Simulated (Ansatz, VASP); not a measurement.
# One calculation of Sn3SeS2, two programs

The input INCAR:

```
SYSTEM = Sn3SeS2
ALGO = Normal
EDIFF = 1E-6
EDIFFG = -0.01
ENCUT = 600
GGA = PE
IBRION = 2
ISIF = 3
ISMEAR = 0
LASPH = .TRUE.
LCHARG = .FALSE.
LREAL = .FALSE.
LUSENCCL = .FALSE.
LWAVE = .FALSE.
NELM = 100
NSW = 100
PREC = Accurate
SIGMA = 0.02
```

Contents of KPOINTS:

```
k-points
0
G
  12 12 4
  0 0 0
```

POSCAR

```
Sn3SeS2
1.0
    4.1868804000      0.0000000000      0.0000000000
   -2.0934402000      3.6259448000      0.0000000000
    0.0000000000      0.0000000000     10.2482033000
Sn Se S
3 1 2
Direct
    0.6666667000      0.3333333000      0.8242870000
    0.0000000000      0.0000000000      0.5000000000
    0.3333333000      0.6666667000      0.1757130000
    0.0000000000      0.0000000000      0.0000000000
    0.3333333000      0.6666667000      0.6622190000
    0.6666667000      0.3333333000      0.3377810000
```

Input for Ansatz:

```yaml
crystal:
  lattice:
    - [4.1868804, 0.0, 0.0]
    - [-2.0934402, 3.6259448, 0.0]
    - [0.0, 0.0, 10.2482033]
  atoms:
    - { symbol: Sn, position: [0.6666667, 0.3333333, 0.824287] }
    - { symbol: Sn, position: [0.0, 0.0, 0.5] }
    - { symbol: Sn, position: [0.3333333, 0.6666667, 0.175713] }
    - { symbol: Se, position: [0.0, 0.0, 0.0] }
    - { symbol: S, position: [0.3333333, 0.6666667, 0.662219] }
    - { symbol: S, position: [0.6666667, 0.3333333, 0.337781] }
basis:
  ecutwfc: 420
kpoints:
  mp_grid: { grid: [12, 12, 4] }
hamiltonian:
  xc: pbe
scf:
  occupations: { method: gaussian, width: 0.02 }
output:
  forces: true
  stress: true
  eigenvalues: true
relax:
  adjacent_minimum: "off"
  f_tol: 0.01
  max_steps: 80
  cell: { stress_tol: 0.05 }
```

Alike in both runs: task relaxation of cell and atoms; functional PBE; k mesh 12 × 12 × 4; occupations gaussian, width 0.02 eV; no spin polarisation.

```csv
,VASP,Ansatz
version,VASP 6.6.1,Ansatz 0.2.0
potentials or method,"VASP PAW PBE potentials, release 64 (Sn_d, Se, S), cutoff 600 eV","scalar-relativistic, plane waves, PAW"
valence electrons in the cell,60,70
```

|  | VASP | Ansatz | Ansatz less VASP |
| --- | --- | --- | --- |
| gap on the k mesh at the Fermi level, each at its own relaxed structure (eV) | 0.42 | 0.42 | 0.000 |
| relaxed volume (Å³/atom) | 25.93 | 25.93 | 0.000 |
| relaxed cell length with the largest relative difference (Å) | 4.187 | 4.187 | 0.0000 |

VASP's potentials hold 60 valence electrons a cell and Ansatz's 70, so a difference there can come from the potentials and not from the codes.

Noted on VASP's run: the relaxation stopped at its first step, so nothing moved.
